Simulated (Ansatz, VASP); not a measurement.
**InSb in VASP and in Ansatz**

```
In Sb
1.0
     3.28344    3.28344    0.00000
    -3.28344    3.28344    0.00000
     0.00000    0.00000    6.56689
In Sb
2 2
Direct
  0.00000 0.00000 0.00000
  0.50000 0.50000 0.50000
  0.50000 0.00000 0.75000
  0.00000 0.50000 0.25000
```

Change from the starting cell: equal strain along all axes, cell held, atoms relaxed: -1.0 %.

Alike in both runs: task single point; functional PBE; k mesh 12 × 12 × 8; occupations gaussian, width 0.1 eV; no spin polarisation.

|  | VASP | Ansatz |
| --- | --- | --- |
| version | VASP 6.6.1 | Ansatz 0.2.0 |
| potentials or method | VASP PAW PBE potentials, release 64 (In_d, Sb), cutoff 520 eV | scalar-relativistic, plane waves, PAW |
| valence electrons in the cell | 36 | 56 |

|  | VASP | Ansatz | Ansatz less VASP |
| --- | --- | --- | --- |
| gap on the k mesh at the Fermi level (eV) | none | none | - |
| pressure (GPa) | 1.2 | 1.2 | +0.02 |

A gap of «none» marks a metal or a gap that the smearing closes. The functional is the same, so the differences come from potentials, cutoffs and numerics. VASP's potentials hold 36 valence electrons a cell and Ansatz's 56, so a difference there can come from the potentials and not from the codes.

Spin-orbit coupling is off throughout.
